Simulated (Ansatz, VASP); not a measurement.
**AgPd4: VASP beside Ansatz**

```xyz
5
Lattice="2.7889 0.0000 0.0000 0.0000 2.7889 0.0000 0.0000 0.0000 23.8881" Properties=species:S:1:pos:R:3 pbc="T T T"
Pd    0.0000    0.0000    8.0458
Pd    1.3944    1.3944    9.9863
Pd    1.3944    1.3944   13.9018
Pd    0.0000    0.0000   15.8423
Ag    0.0000    0.0000   11.9441
```

Alike in both runs: task single point; functional PBE; k mesh 12 × 12 × 1; occupations fermi-dirac, width 0.05 eV; no spin polarisation.

```csv
,VASP,Ansatz
version,VASP 6.6.1,Ansatz 0.2.0
potentials or method,"VASP PAW PBE potentials, release 64 (Pd, Ag), cutoff 520 eV","all-electron LAPW, scalar-relativistic"
```

Ansatz gave:

```
rms of the force components (eV/Å) : 0.195
```

Q: Estimate VASP's values.

A: rms of the force components (eV/Å): 0.196.

Ansatz ran all-electron here, and VASP with PAW potentials.
